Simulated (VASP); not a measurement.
Input of a VASP 6.6.1 run:

POSCAR

```
Sn
1.0
   -2.9401404553      2.9401404553      1.5993019889
    2.9401404553     -2.9401404553      1.5993019889
    2.9401404553      2.9401404553     -1.5993019889
Sn
2
Direct
    0.0000000000      0.0000000000      0.0000000000
    0.7500000000      0.2500000000      0.5000000000
```

File INCAR.step1:

```
SYSTEM = Sn
PREC     = Accurate       ! precision mode
ENCUT    = 520            ! plane-wave cutoff, eV
EDIFF    = 1E-5           ! SCF threshold, eV
ISMEAR   = -1             ! smearing method
SIGMA    = 0.05           ! smearing width, eV
LREAL    = .False.        ! projectors in reciprocal space
LASPH    = .True.         ! aspherical terms in the spheres
NELM     = 100            ! most SCF steps
ALGO     = Normal         ! electronic algorithm
ISIF     = 2              ! what is computed and relaxed
LWAVE    = .True.         ! write WAVECAR
LCHARG   = .False.        ! write CHGCAR
NBANDS   = 21             ! bands
GGA      = PE             ! functional
```

INCAR.step2

```
SYSTEM = Sn
PREC     = Accurate       ! precision mode
ENCUT    = 520            ! plane-wave cutoff, eV
EDIFF    = 1E-7           ! SCF threshold, eV
ISMEAR   = -1             ! smearing method
SIGMA    = 0.05           ! smearing width, eV
LREAL    = .False.        ! projectors in reciprocal space
LASPH    = .True.         ! aspherical terms in the spheres
NELM     = 100            ! most SCF steps
ALGO     = Normal         ! electronic algorithm
ISIF     = 2              ! what is computed and relaxed
LWAVE    = .False.        ! write WAVECAR
LCHARG   = .False.        ! write CHGCAR
GGA      = PS             ! functional
LHFCALC  = .True.         ! exact exchange
AEXX     = 0.25           ! exact-exchange fraction
HFSCREEN = 0.207          ! screening, 1/A
PRECFOCK = Normal       
NBANDS   = 21             ! bands
ISTART   = 1
```

File KPOINTS:

```
regular mesh
0
Gamma
  5 5 5
  0 0 0
```

Potentials or basis: VASP PAW PBE potentials, release 64 (Sn_d).

Command:

```console
$ cat potpaw_PBE.64/Sn_d/POTCAR > POTCAR
$ cp INCAR.step1 INCAR
$ mpirun -np 1 vasp_std > vasp.out
$ cp INCAR.step2 INCAR
$ mpirun -np 1 vasp_std > vasp.out
```

What does it give for the band gap on the k mesh?

Zero (bands 14 and 15 overlap by 2.79 eV).

What does it give for the pressure?

-1.9 GPa.

Stress tensor (GPa, compression positive):
```
 0.18  0.00  0.00
 0.00  0.18  0.00
 0.00  0.00 -6.18
```

Caveat: the k points lie up to 0.45 Å⁻¹ apart, too coarse for converged energies and pressures of a metal; the PAW data sets were made with another functional, which shifts forces and pressure a little; spin-orbit coupling is left out, which moves the levels of the heavy elements.
